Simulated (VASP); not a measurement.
Set up this calculation in VASP 6.6.1, as the native input.

```yaml
Task: single point
Functional: PBE
Potentials_or_basis: VASP PAW PBE potentials, release 64 (Na_pv, H)
Cutoff: 520 eV
k_mesh: 9 × 9 × 4
Occupations: gaussian, width 0.1 eV
Spin: no spin polarisation
Dipole_correction: no
Further_INCAR_settings: ALGO = Normal; EDIFF = 1e-06; NBANDS = 11
```

The structure of NaH lies in POSCAR:

```
NaH
1.0
    4.7174062724     -0.0000000050      0.0000000000
   -2.3587031318      4.0853936744      0.0000000000
    0.0000000000      0.0000000000      3.9878497144
Na H
1 1
Direct
    0.0000000000      0.0000000000      0.5000000000
    0.0000000000      0.0000000000      0.0000000000
```

The cell was built from a structure type or drawn by symmetry, and may not be a known phase.

The input as run:

INCAR

```
SYSTEM = NaH
PREC = Accurate
ENCUT = 520
EDIFF = 1E-6
ISMEAR = 0
SIGMA = 0.1
LREAL = .False.
LASPH = .True.
NELM = 60
ALGO = Normal
ISIF = 2
LWAVE = .False.
LCHARG = .False.
GGA = PE
NBANDS = 11
```

KPOINTS

```
Automatic mesh
0
Gamma
  9 9 4
  0 0 0
```

Potentials or basis: VASP PAW PBE potentials, release 64 (Na_pv, H).

Launch:

```console
$ cat potpaw_PBE.64/Na_pv/POTCAR potpaw_PBE.64/H/POTCAR > POTCAR
$ mpirun -np 1 vasp_std > vasp.out
```

It gave:

The pressure is 0.2 GPa and the band gap on the k mesh is 2.93 eV (least direct gap 3.37 eV).

Caveat: an odd mesh through Γ misses points on the zone boundary, where band edges can lie.

It took 30 s on 1 thread of Intel Xeon 8259CL, with other jobs on the host, peak memory 0.19 GiB.
